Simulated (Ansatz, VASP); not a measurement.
Zr3SnSe in VASP and in Ansatz

```
Zr Sn Se
1.0
     4.69625    0.00000    0.00000
     0.00000    4.69625    0.00000
     0.00000    0.00000    4.69625
Zr Sn Se
3 1 1
Direct
  0.50000 0.00000 0.00000
  0.00000 0.50000 0.00000
  0.00000 0.00000 0.50000
  0.00000 0.00000 0.00000
  0.50000 0.50000 0.50000
```

Alike in both runs: task relaxation of cell and atoms; functional PBE; k mesh 4 × 4 × 4; occupations gaussian, width 0.1 eV; no spin polarisation.

|  | VASP | Ansatz |
| --- | --- | --- |
| version | VASP 6.6.1 | Ansatz 0.2.0 |
| potentials or method | VASP PAW PBE potentials, release 64 (Zr_sv, Sn_d, Se), cutoff 600 eV | scalar-relativistic, plane waves, PAW |
| valence electrons in the cell | 56 | 66 |

Ansatz gave:

* gap on the k mesh at the Fermi level, each at its own relaxed structure (eV): none
* relaxed volume (Å³/atom): 29.89
* relaxed length of the cell vector where the two differ most in proportion (Å): 5.307

What did VASP give for the same quantities?

gap on the k mesh at the Fermi level, each at its own relaxed structure (eV): none; relaxed volume (Å³/atom): 30.05; relaxed length of the cell vector where the two differ most in proportion (Å): 5.316.

A gap of «none» marks a metal or a gap that the smearing closes. VASP's potentials hold 56 valence electrons a cell and Ansatz's 66, so a difference there can come from the potentials and not from the codes.

Noted on VASP's run: the volume moved by over 15 % at a fixed basis, so the end points are rough.
